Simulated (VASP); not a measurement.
Here is a VASP 6.6.1 calculation.

Contents of INCAR:

```
  PREC = Accurate
  ENCUT = 520
  EDIFF = 1E-6
  ISMEAR = -1
  SIGMA = 0.1
  LREAL = F
  LASPH = T
  NELM = 100
  ALGO = Normal
  ISIF = 2
  LWAVE = F
  LCHARG = F
  GGA = RP
  NBANDS = 8
```

The input KPOINTS:

```
Automatic mesh
0
Gamma
  13 13 13
```

Contents of POSCAR:

```
Li
1.0
    2.7730227483      0.0000000000      0.0000000000
    0.0000000000      2.7730227483      0.0000000000
    0.0000000000      0.0000000000      2.7730227483
Li
1
Direct
    0.0000000000      0.0000000000      0.0000000000
```

Potentials or basis: VASP PAW PBE potentials, release 64 (Li_sv).

Run with:

```bash
$ cat potpaw_PBE.64/Li_sv/POTCAR > POTCAR
$ mpirun -np 1 vasp_std > vasp.out
```

(1) Estimate the band gap on the k mesh.

Answers

(1) zero (an odd number of electrons rules out a gap without spin polarisation).
